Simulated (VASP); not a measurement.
# SiC (R3m) in VASP: single point with HSE06

Aim: the single point of SiC with HSE06.

Everything below comes from runs of VASP 6.6.1. Logs are shortened: lines on timing, memory, paths and dates and some standing lists are left out, and cuts for length are marked.

## 1. The cell of the first run

It takes space group R3m (No. 160, trigonal). The conventional cell has a = 2.957 Å, b = 2.957 Å, c = 7.606 Å, α = 90.00°, β = 90.00°, γ = 120.00°. Within 2.4 Å of Si (site symmetry 3m) lie 4 C at 1.83 to 1.87 Å. Within 2.4 Å of C (site symmetry 3m) lie 4 Si at 1.83 to 1.87 Å.

## 2. Single point, HSE06 (epitaxial 111 strain -4.0%)

The input, POSCAR:

```
SiC
1.0
    0.0697494642      2.1606797212      2.1606797212
    2.1606797212      0.0697494642      2.1606797212
    2.1606797212      2.1606797212      0.0697494642
Si C
1 1
Direct
    0.0017486235      0.0017486235      0.0017486235
    0.2482513765      0.2482513765      0.2482513765
```

The input, INCAR.step1:

```
ALGO = Normal
EDIFF = 1E-5
ENCUT = 520
GGA = PE
ISIF = 2
ISMEAR = 0
LASPH = True
LREAL = False
LWAVE = True
NBANDS = 11
NELM = 80
PREC = Accurate
SIGMA = 0.01
```

The input, INCAR.step2:

```
ALGO = Normal
EDIFF = 1E-6
ENCUT = 520
GGA = PE
HFSCREEN = 0.2079
ISIF = 2
ISMEAR = 0
ISTART = 1
LASPH = True
LCHARG = True
LELF = True
LHFCALC = True
LREAL = False
LVHAR = True
LWAVE = False
NBANDS = 11
NELM = 80
PREC = Accurate
PRECFOCK = Normal
SIGMA = 0.01
```

The input, KPOINTS:

```
k-points
0
Gamma
  8 8 8
```

Potentials or basis: VASP PAW PBE potentials, release 64 (Si, C).

The run is started by

```bash
$ cat potpaw_PBE.64/Si/POTCAR potpaw_PBE.64/C/POTCAR > POTCAR
$ cp INCAR.step1 INCAR
$ mpirun -np 1 vasp_std > vasp.out
$ cp INCAR.step2 INCAR
$ mpirun -np 1 vasp_std > vasp.out
```

OUTCAR:

```text
EDIFF = 1E-6
   ENCUT = 520
   GGA = PE
   HFSCREEN = 0.2079
   ISIF = 2
   ISMEAR = 0
   ISTART = 1
   LASPH = True
   LHFCALC = True
   LREAL = False
   NELM = 80
   PREC = Accurate
   PRECFOCK = Normal

 ion  position               nearest neighbor table
   1  0.002  0.002  0.002-   2 1.83   2 1.83   2 1.83   2 1.87
   2  0.248  0.248  0.248-   1 1.83   1 1.83   1 1.83   1 1.87

  LATTYP: Found a trigonal (rhomboedric) cell.
 ALAT       =     3.0564585230
 COS(alpha) =     0.5320040648

  Lattice vectors:

 A1 = (   0.0697494642,   2.1606797212,   2.1606797212)
 A2 = (   2.1606797212,   0.0697494642,   2.1606797212)
 A3 = (   2.1606797212,   2.1606797212,   0.0697494642)

Analysis of symmetry for initial positions (statically):
=====================================================================
 Subroutine PRICEL returns:
 Original cell was already a primitive cell.

 Routine SETGRP: Setting up the symmetry group for a
 trigonal (rhombohedral) supercell.

 Subroutine GETGRP returns: Found  6 space group operations
 (whereof  6 operations were pure point group operations)
 out of a pool of 12 trial point group operations.

The static configuration has the point symmetry C_3v.

Analysis of symmetry for dynamics (positions and initial velocities):
=====================================================================
 Subroutine PRICEL returns:
 Original cell was already a primitive cell.

 Routine SETGRP: Setting up the symmetry group for a
 trigonal (rhombohedral) supercell.

 Subroutine GETGRP returns: Found  6 space group operations
 (whereof  6 operations were pure point group operations)
 out of a pool of 12 trial point group operations.

The dynamic configuration has the point symmetry C_3v.

 Subroutine INISYM returns: Found  6 space group operations
 (whereof  6 operations are pure point group operations),
 and found     1 'primitive' translations

----------------------------------------------------------------------------------------

                                     Primitive cell

  volume of cell :      19.1979

  direct lattice vectors                    reciprocal lattice vectors
     0.069749464  2.160679721  2.160679721    -0.242926383  0.235329645  0.235329645
     2.160679721  0.069749464  2.160679721     0.235329645 -0.242926383  0.235329645
     2.160679721  2.160679721  0.069749464     0.235329645  0.235329645 -0.242926383
[... 93 lines left out ...]
   TEBEG  =    0.0;   TEEND  =   0.0 temperature during run
   PSTRESS=    0.0 pullay stress
   NELECT =       8.0000    total number of electrons
   NUPDOWN=      -1.0000    fix difference up-down
   EMIN   =  10.00;   EMAX   =-10.00  energy-range for DOS
   EFERMI =   0.00;   METHOD = LEGACY
   ISMEAR =     0;   SIGMA  =   0.01  broadening in eV -4-tet -1-fermi 0-gaus
   EFERMI_NEDOS =   21; number of points for ismear=-14 and -15
   IALGO  =     38    algorithm
   IMIX   =      1    mixing-type and parameters
     AMIX     =   0.40;   BMIX     =  1.00
     AMIX_MAG =   1.60;   BMIX_MAG =  1.00
  volume/ion in A,a.u.               =       9.60        64.78
  Fermi-wavevector in a.u.,A,eV,Ry     =   1.222795  2.310748 20.343813  1.495228
  Thomas-Fermi vector in A             =   2.357929
   LORBIT       =      0    0 simple, 1 ext, 2 COOP (PROOUT), +10 PAW based schemes
   GGA     = PE    functional components
   LHFCALC =     T    Hartree Fock is set to
   PRECFOCK=normal    Normal, Fast or Accurate (Low or Medium for compatibility)
   ENCUT4O =  -1.0   cutoff for four orbital integrals eV
   NKREDX  =     1    reduce k-point grid by
   NKREDY  =     1    reduce k-point grid by
   NKREDZ  =     1    reduce k-point grid by
   AEXX    =    0.2500 exact exchange contribution
   HFSCREEN=    0.2079 screening length (either q_TF or 0.3 A-1)
   HFSCREENC=   0.2079 screening length for correlation (either q_TF or 0.3 A-1)
   ENCUTFOCK=  -1.0 apply spherical cutoff to Coloumb kernel
   IVDW    =     0    specifies the selected vdW correction
   LEPSILON=     F    determine dielectric tensor
   LRPA    =     F    only Hartree local field effects (RPA)
 non-spin polarized calculation
 Gauss-broadening in eV      SIGMA  =   0.01
  energy-cutoff  :      520.00
  volume of cell :       19.20
 maximum number of plane-waves:       540
  NGX = 18; NGY = 18; NGZ = 18

 number of electron       8.0000000 magnetization

 Free energy of the ion-electron system (eV)
  ---------------------------------------------------
  ext. energy  EPLUGINS =         0.00000000
  ---------------------------------------------------
  free energy    TOTEN  =       -17.29757149 eV

  energy without entropy =      -17.29757149  energy(sigma->0) =      -17.29757149

 E-fermi :   8.6293     XC(G=0):  -9.6109

 val. band max:        8.5395573827   @ k =   0.0000   0.0000   0.0000
 cond. band min:      10.4541411338   @ k =   0.5000   0.5000  -0.0000
 fundamental gap:      1.9145837512
 Fermi energy:         8.6292532374

 k-point     1 :       0.0000    0.0000    0.0000
  band No.  band energies     occupation
      1      -9.2869      2.00000
      2       7.9421      2.00000
      3       8.5396      2.00000
      4       8.5396      2.00000
      5      15.7913      0.00000
      6      17.7650      0.00000
      7      17.9222      0.00000
      8      17.9222      0.00000
      9      24.9262      0.00000
     10      24.9262      0.00000
     11      27.4472      0.00000
[... 309 lines left out ...]
 k-point    24 :       0.3750    0.1250    0.1250
  band No.  band energies     occupation
      1      -7.1534      2.00000
      2       2.7362      2.00000
      3       5.3971      2.00000
      4       7.8124      2.00000
      5      16.4765      0.00000
      6      17.8451      0.00000
      7      18.3490      0.00000
      8      20.4988      0.00000
      9      22.8282      0.00000
     10      25.3036      0.00000
     11      27.5330      0.00000

 [... further k-points ...]
[... 5 lines left out ...]
  --------------------------------------------------------------------------------------
  -------------------------------------------------------------------------------------
  Total        2.1497119      2.1497119      2.1497119     -1.1623981     -1.1623981     -1.1623981
  in kB      179.4062386    179.4062386    179.4062386    -97.0090357    -97.0090357    -97.0090357
  external PRESSURE =     179.4062386 kB  Pullay stress =       0.0000000 kB

 VOLUME and BASIS-vectors are now :
 -----------------------------------------------------------------------------
  energy-cutoff  :      520.00
  volume of cell :       19.20
      direct lattice vectors                 reciprocal lattice vectors
     0.069749464  2.160679721  2.160679721    -0.242926383  0.235329645  0.235329645
     2.160679721  0.069749464  2.160679721     0.235329645 -0.242926383  0.235329645
     2.160679721  2.160679721  0.069749464     0.235329645  0.235329645 -0.242926383

 POSITION                                       TOTAL-FORCE (eV/Angst)
 -----------------------------------------------------------------------------------
      0.00768      0.00768      0.00768         0.008432      0.008432      0.008432
      1.09010      1.09010      1.09010        -0.008432     -0.008432     -0.008432
 -----------------------------------------------------------------------------------
    total drift:                               -0.000024     -0.000024     -0.000024

  FREE ENERGIE OF THE ION-ELECTRON SYSTEM (eV)
  ---------------------------------------------------
  free  energy   TOTEN  =       -17.2975714933 eV

  energy  without entropy=      -17.2975714933  energy(sigma->0) =      -17.29757149
```

Wall time 51 min (1 thread of Intel Xeon Platinum 8259CL at 2.50GHz (Skylake/Cascade Lake), shared host); peak memory 0.26 GiB.

Results:

```
Free energy            : -17.2976 eV
Pressure               : 17.9 GPa
Largest force          : 0.015 eV/Å
Band gap on the k mesh : 1.91 eV (least direct gap 5.43 eV)
```

Forces in eV/Å, atoms in the order of the input:
```
Si   0.008  0.008  0.008
C   -0.008 -0.008 -0.008
```

Levels at points of the mesh, in eV from the valence-band top:
```tsv
k point	band 1	band 2	band 3	band 4	band 5	band 6	band 7	band 8	band 9
(0.00, 0.00, 0.00)	-17.83	-0.60	0.00	0.00	7.25	9.23	9.38	9.38	16.39
(0.50, 0.00, 0.00)	-13.54	-9.94	-1.62	-1.35	6.84	8.22	8.74	11.71	18.31
(0.50, 0.50, 0.00)	-12.03	-8.99	-4.16	-3.52	1.91	5.54	16.40	16.54	17.95
(0.50, 0.50, 0.50)	-14.05	-10.19	-1.01	-1.01	7.94	9.13	9.13	12.06	18.52
```

Caveat: the cell differs from its parent crystal (epitaxial 111 strain -4.0%); the cell stands under pressure; the PAW data sets were made with another functional, which shifts forces and pressure a little. A k mesh can miss the band edges.
